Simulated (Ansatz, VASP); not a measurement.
# Two plane-wave programs on WS2

The input INCAR:

```
SYSTEM = WS2
PREC = Accurate
ENCUT = 520
EDIFF = 1E-6
ISMEAR = 0
SIGMA = 0.02
LREAL = .False.
LASPH = .True.
NELM = 80
ALGO = Normal
ISIF = 2
LWAVE = .False.
LCHARG = .True.
GGA = PE
IVDW = 12
LELF = .True.
LVHAR = .True.
NBANDS = 35
```

The input KPOINTS:

```
Automatic mesh
0
Gamma
  12 12 4
  0 0 0
```

File POSCAR:

```
WS2
1.0
    3.1541811833      0.0000000000      0.0000000000
   -1.5770905917      2.7316010329      0.0000000000
    0.0000000000      0.0000000000     12.0244625889
W S
2 4
Direct
    0.3333333333      0.6666666667      0.7500000000
    0.6666666667      0.3333333333      0.2500000000
    0.3333333333      0.6666666667      0.1191779002
    0.6666666667      0.3333333333      0.6191779002
    0.3333333333      0.6666666667      0.3808220998
    0.6666666667      0.3333333333      0.8808220998
```

Input for Ansatz:

```yaml
crystal:
  lattice:
    - [3.1541811833, 0.0, 0.0]
    - [-1.5770905917, 2.7316010329, 0.0]
    - [0.0, 0.0, 12.0244625889]
  atoms:
    - { symbol: W, position: [0.3333333333, 0.6666666667, 0.75] }
    - { symbol: W, position: [0.6666666667, 0.3333333333, 0.25] }
    - { symbol: S, position: [0.3333333333, 0.6666666667, 0.1191779002] }
    - { symbol: S, position: [0.6666666667, 0.3333333333, 0.6191779002] }
    - { symbol: S, position: [0.3333333333, 0.6666666667, 0.3808220998] }
    - { symbol: S, position: [0.6666666667, 0.3333333333, 0.8808220998] }
basis:
  ecutwfc: 420
kpoints:
  mp_grid: { grid: [12, 12, 4] }
  band_path: { path: [VBM, CBM], npoints: 2 }
hamiltonian:
  xc: pbe
  dispersion: d3bj
scf:
  occupations: { method: gaussian, width: 0.02 }
output:
  forces: true
  stress: true
  eigenvalues: true
checkpoint:
  read: start.run
  write: ck
  compress: false
  write_wavefunctions: false
  write_every: 100000
```

Alike in both runs: task single point; functional PBE; dispersion D3(BJ); k mesh 12 × 12 × 4; occupations gaussian, width 0.02 eV; no spin polarisation.

|  | VASP | Ansatz |
| --- | --- | --- |
| version | VASP 6.6.1 | Ansatz 0.2.0 |
| potentials or method | VASP PAW PBE potentials, release 64 (W_sv, S), cutoff 520 eV | scalar-relativistic, plane waves, PAW |
| valence electrons in the cell | 52 | 52 |

```csv
,VASP,Ansatz,Ansatz less VASP
gap on the k mesh at the Fermi level (eV),0.85,0.84,-0.018
least direct gap on the mesh (eV),1.82,1.82,-0.003
pressure (GPa),0.3,0.3,+0.03
"traceless stress, the component that is largest in VASP (GPa)",0.39,0.39,-0.004
```

Neither program's run includes spin-orbit coupling.
